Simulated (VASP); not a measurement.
Input of a VASP 6.6.1 run:

The input INCAR:

```
SYSTEM = BaTiO3
ALGO     = Normal         ! electronic algorithm
EDIFF    = 1E-6           ! SCF threshold, eV
ENCUT    = 910            ! plane-wave cutoff, eV
GGA      = PE             ! functional
GGA_COMPAT= .FALSE.      
ISIF     = 2              ! what is computed and relaxed
ISMEAR   = 0              ! smearing method
LASPH    = .TRUE.         ! aspherical terms in the spheres
LCHARG   = .FALSE.        ! write CHGCAR
LDAU     = .TRUE.         ! DFT+U
LDAUJ    = 0 0 0        
LDAUL    = -1 2 -1        ! shell
LDAUPRINT= 1            
LDAUTYPE = 2            
LDAUU    = 0 4 0          ! U, eV
LMAXMIX  = 4              ! l up to which the mixer works
LREAL    = .FALSE.        ! projectors in reciprocal space
LWAVE    = .FALSE.        ! write WAVECAR
NBANDS   = 28             ! bands
NELM     = 200            ! most SCF steps
PREC     = Accurate       ! precision mode
SIGMA    = 0.02           ! smearing width, eV
```

Contents of KPOINTS:

```
k-points
0
G
  6 6 6
  0 0 0
```

Contents of POSCAR:

```
BaTiO3
1.0
    2.8603720825      1.6514365918      2.3460535864
   -2.8603720825      1.6514365918      2.3460535864
    0.0000000000     -3.3028731837      2.3460535864
Ba Ti O
1 1 3
Direct
    0.0026800193      0.0026800193      0.0026800193
    0.5127992506      0.5127992506      0.5127992506
    0.4903227043      0.4903227043      0.9825753215
    0.4903227043      0.9825753215      0.4903227043
    0.9825753215      0.4903227043      0.4903227043
```

Potentials or basis: VASP PAW PBE potentials, release 64 (Ba_sv, Ti_sv, O_h).

Command:

```console
$ cat potpaw_PBE.64/Ba_sv/POTCAR potpaw_PBE.64/Ti_sv/POTCAR potpaw_PBE.64/O_h/POTCAR > POTCAR
$ mpirun -np 1 vasp_std > vasp.out
```

Task: What does it give for the largest force?

Result: 0.578 eV/Å.

Task: Predict the band gap on the k mesh.

Result: 2.63 eV (least direct gap 3.03 eV).

Task: Estimate the pressure.

Result: 3.2 GPa.

Stress tensor (GPa, compression positive):
```
3.33 0.00 0.00
0.00 3.33 0.00
0.00 0.00 2.89
```

Caveat: the cutoff is under 1.25 times the usual one of these potentials, so pressure, stress and relaxed cells hold a basis-set (Pulay) error; the cell stands under pressure; spin-orbit coupling is left out, which moves the levels of the heavy elements. A k mesh can miss the band edges.
